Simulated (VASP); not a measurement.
# Ni (Fm-3m) in VASP: a series of runs

The runs below take Ni through single point, with LDA.

Program: VASP 6.6.1. These are calculated values, not measurements. Logs are shortened: lines on timing, memory, paths and dates and some standing lists are left out, and cuts for length are marked.

### 1 The cell of the first run

It takes space group Fm-3m (No. 225, cubic). Conventional cell: a = 3.421 Å, b = 3.421 Å, c = 3.421 Å, α = 90.00°, β = 90.00°, γ = 90.00°. Within 3.2 Å of Ni (site symmetry m-3m) lie 12 Ni at 2.42 Å.

### 2 Single point, LDA

INCAR reads:

```
PREC     = Accurate       # precision mode
ENCUT    = 600            # plane-wave cutoff, eV
EDIFF    = 1E-6           # SCF threshold, eV
ISMEAR   = 1              # smearing method
SIGMA    = 0.6            # smearing width, eV
LREAL    = False          # projectors in reciprocal space
LASPH    = True           # aspherical terms in the spheres
NELM     = 120            # most SCF steps
ALGO     = Normal         # electronic algorithm
ISIF     = 2              # what is computed and relaxed
LWAVE    = False          # write WAVECAR
LCHARG   = True           # write CHGCAR
GGA      = CA             # functional
LELF     = True           # ELF
LVHAR    = True         
NBANDS   = 11             # bands
GGA_COMPAT= False
```

KPOINTS reads:

```
Automatic mesh
0
Gamma
  16 16 16
```

POSCAR reads:

```
Ni
1.0
    0.0000000000      1.7104399105      1.7104399105
    1.7104399105      0.0000000000      1.7104399105
    1.7104399105      1.7104399105      0.0000000000
Ni
1
Direct
    0.0000000000      0.0000000000      0.0000000000
```

Potentials or basis: VASP PAW LDA potentials, release 64 (Ni).

On the command line:

```
$ cat potpaw_LDA.64/Ni/POTCAR > POTCAR
$ mpirun -np 1 vasp_std > vasp.out
```

OUTCAR:

```text
PREC = Accurate
   ENCUT = 600
   EDIFF = 1E-6
   ISMEAR = 1
   LREAL = False
   LASPH = True
   NELM = 120
   ISIF = 2
   GGA = CA

 ion  position               nearest neighbor table
   1  0.000  0.000  0.000-

  LATTYP: Found a face centered cubic cell.
 ALAT       =     3.4208798210

  Lattice vectors:

 A1 = (   0.0000000000,   1.7104399105,   1.7104399105)
 A2 = (   1.7104399105,   0.0000000000,   1.7104399105)
 A3 = (   1.7104399105,   1.7104399105,   0.0000000000)

Analysis of symmetry for initial positions (statically):
=====================================================================
 Subroutine PRICEL returns:
 Original cell was already a primitive cell.

 Routine SETGRP: Setting up the symmetry group for a
 face centered cubic supercell.

 Subroutine GETGRP returns: Found 48 space group operations
 (whereof 48 operations were pure point group operations)
 out of a pool of 48 trial point group operations.

The static configuration has the point symmetry O_h .

Analysis of symmetry for dynamics (positions and initial velocities):
=====================================================================
 Subroutine PRICEL returns:
 Original cell was already a primitive cell.

 Routine SETGRP: Setting up the symmetry group for a
 face centered cubic supercell.

 Subroutine GETGRP returns: Found 48 space group operations
 (whereof 48 operations were pure point group operations)
 out of a pool of 48 trial point group operations.

The dynamic configuration has the point symmetry O_h .

 Subroutine INISYM returns: Found 48 space group operations
 (whereof 48 operations are pure point group operations),
 and found     1 'primitive' translations

----------------------------------------------------------------------------------------

                                     Primitive cell

  volume of cell :      10.0081

  direct lattice vectors                    reciprocal lattice vectors
     0.000000000  1.710439911  1.710439911    -0.292322459  0.292322459  0.292322459
     1.710439911  0.000000000  1.710439911     0.292322459 -0.292322459  0.292322459
     1.710439911  1.710439911  0.000000000     0.292322459  0.292322459 -0.292322459

  length of vectors
     2.418927319  2.418927319  2.418927319     0.506317351  0.506317351  0.506317351

  position of ions in fractional coordinates (direct lattice)
     0.000000000  0.000000000  0.000000000

  ion indices of the primitive-cell ions
   primitive index   ion index
                 1           1

----------------------------------------------------------------------------------------

 KPOINTS: Automatic mesh

Automatic generation of k-mesh.
 Grid dimensions read from file:
 generate k-points for:   16   16   16

 Generating k-lattice:

  Cartesian coordinates                     Fractional coordinates (reciprocal lattice)
    -0.018270154  0.018270154  0.018270154     0.062500000  0.000000000  0.000000000
     0.018270154 -0.018270154  0.018270154     0.000000000  0.062500000  0.000000000
     0.018270154  0.018270154 -0.018270154     0.000000000  0.000000000  0.062500000

  Length of vectors
     0.031644834  0.031644834  0.031644834

  Shift w.r.t. Gamma in fractional coordinates (k-lattice)
     0.000000000  0.000000000  0.000000000

 Subroutine IBZKPT returns following result:
 ===========================================

 Found    145 irreducible k-points:

 Following reciprocal coordinates:
            Coordinates               Weight
  0.000000  0.000000  0.000000      1.000000
  0.062500  0.000000  0.000000      8.000000
  0.125000  0.000000  0.000000      8.000000
  0.187500  0.000000  0.000000      8.000000
  0.250000  0.000000  0.000000      8.000000
  0.312500  0.000000  0.000000      8.000000
[... 16 lines left out ...]
 -0.125000  0.062500  0.000000     24.000000
 -0.062500  0.062500  0.000000     12.000000
 [... further k-points ...]
   k-points           NKPTS =    145   k-points in BZ     NKDIM =    145   number of bands    NBANDS=     11
   number of dos      NEDOS =    301   number of ions     NIONS =      1
   total plane-waves  NPLWV =   8000
   dimension x,y,z NGX =    20 NGY =   20 NGZ =   20
   dimension x,y,z NGXF=    40 NGYF=   40 NGZF=   40
   ions per type =               1
   NGX,Y,Z   is equivalent  to a cutoff of  13.75, 13.75, 13.75 a.u.
   NGXF,Y,Z  is equivalent  to a cutoff of  27.49, 27.49, 27.49 a.u.
 SYSTEM =  unknown system
   PREC   = accura    normal or accurate (medium, high low for compatibility)
   ISTART =      0    job   : 0-new  1-cont  2-samecut
   ICHARG =      2    charge: 1-file 2-atom 10-const
   ISPIN  =      1    spin polarized calculation?
   LNONCOLLINEAR =      F non collinear calculations
   LSORBIT =      F    spin-orbit coupling
   LASPH  =      T    aspherical Exc in radial PAW
   ENCUT  =  600.0 eV  44.10 Ry    6.64 a.u.   4.83  4.83  4.83*2*pi/ulx,y,z
   NELM   =    120;   NELMIN=  2; NELMDL= -5     # of ELM steps
   EDIFF  = 0.1E-05   stopping-criterion for ELM
   LREAL  =      F    real-space projection
   EDIFFG = 0.1E-04   stopping-criterion for IOM
   NSW    =      0    number of steps for IOM
   IBRION =     -1    ionic relax: 0-MD 1-quasi-New 2-CG
   NFREE  =      0    steps in history (QN), initial steepest desc. (CG)
   ISIF   =      2    stress and relaxation
   ISYM   =      2    0-nonsym 1-usesym 2-fastsym
   POTIM  = 0.5000    time-step for ionic-motion
   TEBEG  =    0.0;   TEEND  =   0.0 temperature during run
   PSTRESS=    0.0 pullay stress
   NELECT =      10.0000    total number of electrons
   NUPDOWN=      -1.0000    fix difference up-down
   EMIN   =  10.00;   EMAX   =-10.00  energy-range for DOS
   EFERMI =   0.00;   METHOD = LEGACY
   ISMEAR =     1;   SIGMA  =   0.60  broadening in eV -4-tet -1-fermi 0-gaus
   EFERMI_NEDOS =   21; number of points for ismear=-14 and -15
   IALGO  =     38    algorithm
   IMIX   =      4    mixing-type and parameters
     AMIX     =   0.40;   BMIX     =  1.00
     AMIX_MAG =   1.60;   BMIX_MAG =  1.00
  volume/ion in A,a.u.               =      10.01        67.54
  Fermi-wavevector in a.u.,A,eV,Ry     =   1.636655  3.092829 36.445082  2.678638
  Thomas-Fermi vector in A             =   2.727925
   LORBIT       =      0    0 simple, 1 ext, 2 COOP (PROOUT), +10 PAW based schemes
   GGA     = CA    functional components
   LHFCALC =     F    Hartree Fock is set to
   AEXX    =    0.0000 exact exchange contribution
   IVDW    =     0    specifies the selected vdW correction
   LEPSILON=     F    determine dielectric tensor
   LRPA    =     F    only Hartree local field effects (RPA)
 non-spin polarized calculation
 Methfessel and Paxton  Order N= 1 SIGMA  =   0.60
  energy-cutoff  :      600.00
  volume of cell :       10.01
 maximum number of plane-waves:       343
   NGX =  9   NGY =  9   NGZ =  9

 number of electron      10.0000000 magnetization

 number of electron       9.9999994 magnetization

 Free energy of the ion-electron system (eV)
  ---------------------------------------------------
  ext. energy  EPLUGINS =         0.00000000
  ---------------------------------------------------
  free energy    TOTEN  =        -6.57658869 eV

  energy without entropy =       -6.52478684  energy(sigma->0) =       -6.55932141

 E-fermi :  10.1651     XC(G=0): -14.1147

 val. band max:       10.1620409238   @ k =   0.3750   0.3125   0.0000
 cond. band min:      10.1755905719   @ k =   0.5000   0.2500   0.0000
 fundamental gap:      0.0135496482
 Fermi energy:        10.1651241934

 k-point     1 :       0.0000    0.0000    0.0000
  band No.  band energies     occupation
      1       0.7144      2.00000
      2       8.0082      2.00000
      3       8.0082      2.00000
      4       8.0082      2.00000
      5       9.2848      2.05818
      6       9.2848      2.05818
      7      34.7418      0.00000
      8      39.1948      0.00000
      9      39.1948      0.00000
     10      39.1948      0.00000
     11      42.5331      0.00000

 k-point     2 :       0.0625    0.0000    0.0000
  band No.  band energies     occupation
      1       0.8772      2.00000
      2       7.9602      2.00000
      3       8.0477      2.00001
      4       8.0477      2.00001
      5       9.2674      2.05564
      6       9.2674      2.05564
      7      34.3305      0.00000
      8      37.3286      0.00000
      9      38.8808      0.00000
     10      38.8808      0.00000
     11      43.0115      0.00000

 k-point     3 :       0.1250    0.0000    0.0000
  band No.  band energies     occupation
      1       1.3560      2.00000
      2       7.8333      2.00000
      3       8.1460      2.00002
      4       8.1460      2.00002
      5       9.2350      2.05074
      6       9.2350      2.05074
      7      32.1626      0.00000
      8      35.9980      0.00000
      9      38.2684      0.00000
     10      38.2684      0.00000
     11      43.4739      0.00000

 k-point     4 :       0.1875    0.0000    0.0000
  band No.  band energies     occupation
      1       2.1167      2.00000
      2       7.6790      2.00000
      3       8.2378      2.00005
      4       8.2378      2.00005
      5       9.2508      2.05315
      6       9.2508      2.05315
      7      28.9483      0.00000
      8      35.5163      0.00000
      9      37.6752      0.00000
     10      37.6752      0.00000
     11      43.4903      0.00000
[... 239 lines left out ...]
 k-point    22 :      -0.1875    0.0625    0.0000
  band No.  band energies     occupation
      1       2.5533      2.00000
      2       7.5747      2.00000
      3       8.2570      2.00007
      4       8.3139      2.00012
      5       9.0974      2.03047
      6       9.4750      2.06903
      7      27.9572      0.00000
      8      33.3466      0.00000
      9      37.3926      0.00000
     10      39.7306      0.00000
     11      41.6333      0.00000

 k-point    23 :      -0.1250    0.0625    0.0000
  band No.  band energies     occupation
      1       1.7192      2.00000
      2       7.7249      2.00000
      3       8.2199      2.00005
      4       8.2220      2.00005
      5       9.0990      2.03067
      6       9.3484      2.06618
      7      31.2096      0.00000
      8      34.0233      0.00000
      9      37.7572      0.00000
     10      39.9764      0.00000
     11      41.8572      0.00000

 k-point    24 :      -0.0625    0.0625    0.0000
  band No.  band energies     occupation
      1       1.1454      2.00000
      2       7.8736      2.00000
      3       8.1049      2.00001
      4       8.1243      2.00002
      5       9.1848      2.04302
      6       9.3022      2.06059
      7      33.6004      0.00000
      8      35.5539      0.00000
      9      37.8390      0.00000
     10      39.8054      0.00000
     11      42.5956      0.00000

 [... further k-points ...]
[... 5 lines left out ...]
  --------------------------------------------------------------------------------------
  -------------------------------------------------------------------------------------
  Total       -0.0328827     -0.0328827     -0.0328827      0.0000000     -0.0000000     -0.0000000
  in kB       -5.2641008     -5.2641008     -5.2641008      0.0000000     -0.0000000     -0.0000000
  external PRESSURE =      -5.2641008 kB  Pullay stress =       0.0000000 kB

 VOLUME and BASIS-vectors are now :
 -----------------------------------------------------------------------------
  energy-cutoff  :      600.00
  volume of cell :       10.01
      direct lattice vectors                 reciprocal lattice vectors
     0.000000000  1.710439911  1.710439911    -0.292322459  0.292322459  0.292322459
     1.710439911  0.000000000  1.710439911     0.292322459 -0.292322459  0.292322459
     1.710439911  1.710439911  0.000000000     0.292322459  0.292322459 -0.292322459

 POSITION                                       TOTAL-FORCE (eV/Angst)
 -----------------------------------------------------------------------------------
      0.00000      0.00000      0.00000        -0.000000      0.000000      0.000000
 -----------------------------------------------------------------------------------
    total drift:                                0.000000      0.000000      0.000000

  FREE ENERGIE OF THE ION-ELECTRON SYSTEM (eV)
  ---------------------------------------------------
  free  energy   TOTEN  =        -6.5765886929 eV

  energy  without entropy=       -6.5247868404  energy(sigma->0) =       -6.55932141
```

Wall time 15 s (1 thread of Intel Xeon 6975P-C, shared host); peak memory 0.13 GiB.

What came out:

* Free energy: -6.5766 eV
* Pressure: -0.5 GPa
* Band gap on the k mesh: zero (band 5 reaches 10.32 eV, above the bottom of band 6 at 9.23 eV)

Caveat: the run has no spin polarisation, though such a crystal can be magnetic. Spin polarisation is off, so any magnetic state and its effect on volume and gap are missing.

### 3 Single point, LDA

INCAR reads:

```
SYSTEM = Ni
PREC = Accurate
ENCUT = 600
EDIFF = 1E-6
ISMEAR = 1
SIGMA = 1.0
LREAL = .False.
LASPH = .True.
NELM = 120
ALGO = Normal
ISIF = 2
LWAVE = .False.
LCHARG = .False.
NBANDS = 11
GGA_COMPAT = .False.
```

KPOINTS reads:

```
Automatic mesh
0
Gamma
  16 16 16
  0 0 0
```

POSCAR is that of step 2.

Potentials or basis: VASP PAW LDA potentials, release 64 (Ni).

On the command line:

```
$ cat potpaw_LDA.64/Ni/POTCAR > POTCAR
$ mpirun -np 1 vasp_std > vasp.out
```

OUTCAR:

```text
SYSTEM = Ni
   PREC = Accurate
   ENCUT = 600
   EDIFF = 1E-6
   ISMEAR = 1
   LREAL = .False.
   LASPH = .True.
   NELM = 120
   ISIF = 2

 ion  position               nearest neighbor table
   1  0.000  0.000  0.000-

  LATTYP: Found a face centered cubic cell.
 ALAT       =     3.4208798210

  Lattice vectors:

 A1 = (   0.0000000000,   1.7104399105,   1.7104399105)
 A2 = (   1.7104399105,   0.0000000000,   1.7104399105)
 A3 = (   1.7104399105,   1.7104399105,   0.0000000000)
[... 515 lines left out ...]
     10      39.8044      0.00000
     11      42.5949      0.00000

 [... further k-points ...]

------------------------ aborting loop because EDIFF is reached ----------------------------------------

  FORCE on cell =-STRESS in cart. coord.  units (eV):
  Direction    XX          YY          ZZ          XY          YZ          ZX
  --------------------------------------------------------------------------------------
  -------------------------------------------------------------------------------------
  Total       -0.0477839     -0.0477839     -0.0477839      0.0000000      0.0000000      0.0000000
  in kB       -7.6495984     -7.6495984     -7.6495984      0.0000000      0.0000000      0.0000000
  external PRESSURE =      -7.6495984 kB  Pullay stress =       0.0000000 kB

 VOLUME and BASIS-vectors are now :
 -----------------------------------------------------------------------------
  energy-cutoff  :      600.00
  volume of cell :       10.01
      direct lattice vectors                 reciprocal lattice vectors
     0.000000000  1.710439911  1.710439911    -0.292322459  0.292322459  0.292322459
     1.710439911  0.000000000  1.710439911     0.292322459 -0.292322459  0.292322459
     1.710439911  1.710439911  0.000000000     0.292322459  0.292322459 -0.292322459

 POSITION                                       TOTAL-FORCE (eV/Angst)
 -----------------------------------------------------------------------------------
      0.00000      0.00000      0.00000         0.000000      0.000000      0.000000
 -----------------------------------------------------------------------------------
    total drift:                                0.000000     -0.000000     -0.000000

  FREE ENERGIE OF THE ION-ELECTRON SYSTEM (eV)
  ---------------------------------------------------
  free  energy   TOTEN  =        -6.6089791367 eV

  energy  without entropy=       -6.5344249323  energy(sigma->0) =       -6.58412774
```

OSZICAR:

```text
N       E                     dE             d eps       ncg     rms          rms(c)
DAV:   1     0.313448607665E+02    0.31345E+02   -0.54628E+03  3254   0.143E+03
DAV:   2    -0.662376948615E+01   -0.37969E+02   -0.35964E+02  3317   0.188E+02
DAV:   3    -0.774043454114E+01   -0.11167E+01   -0.11073E+01  3559   0.370E+01
DAV:   4    -0.775016767310E+01   -0.97331E-02   -0.97297E-02  3643   0.309E+00
DAV:   5    -0.775036521084E+01   -0.19754E-03   -0.19753E-03  3589   0.422E-01    0.109E+01
DAV:   6    -0.692801507867E+01    0.82235E+00   -0.14670E+01  3864   0.563E+01    0.545E+00
DAV:   7    -0.663410303817E+01    0.29391E+00   -0.23253E+00  3838   0.212E+01    0.200E+00
DAV:   8    -0.661128545943E+01    0.22818E-01   -0.29144E-02  4685   0.164E+00    0.531E-01
DAV:   9    -0.660897970816E+01    0.23058E-02   -0.17332E-03  4583   0.304E-01    0.464E-02
DAV:  10    -0.660897543069E+01    0.42775E-05   -0.35544E-05  4545   0.464E-02    0.332E-02
DAV:  11    -0.660897914057E+01   -0.37099E-05   -0.17629E-06  2813   0.145E-02    0.242E-03
DAV:  12    -0.660897913668E+01    0.38942E-08   -0.95619E-08  1808   0.270E-03
   1 F= -.66089791E+01 E0= -.65841277E+01  d E =-.745542E-01
```

It took 16 s on 1 thread of Intel Xeon 6975P-C, shared host; peak memory 0.13 GiB.

Results:

```yaml
Free_energy: -6.6090 eV
Pressure: -0.8 GPa
Band_gap_on_the_k_mesh: zero (band 5 reaches 10.31 eV, above the bottom of band 6 at 9.22 eV)
```

Levels at points of the mesh, in eV from the Fermi level:
| k point | band 1 | band 2 | band 3 | band 4 | band 5 | band 6 | band 7 | band 8 | band 9 | band 10 |
| --- | --- | --- | --- | --- | --- | --- | --- | --- | --- | --- |
| (0.00, 0.00, 0.00) | -9.51 | -2.22 | -2.22 | -2.22 | -0.95 | -0.95 | 24.52 | 28.97 | 28.97 | 28.97 |
| (0.50, 0.00, 0.00) | -5.03 | -2.27 | -2.27 | -0.34 | -0.12 | -0.12 | 6.58 | 23.00 | 26.15 | 26.15 |
| (0.50, 0.50, 0.00) | -4.92 | -4.30 | -0.12 | 0.08 | 0.08 | 2.58 | 10.24 | 15.65 | 15.65 | 21.07 |

Caveat: the run has no spin polarisation, though such a crystal can be magnetic. Spin polarisation is off, so any magnetic state and its effect on volume and gap are missing.

[end of part 1 of 2]
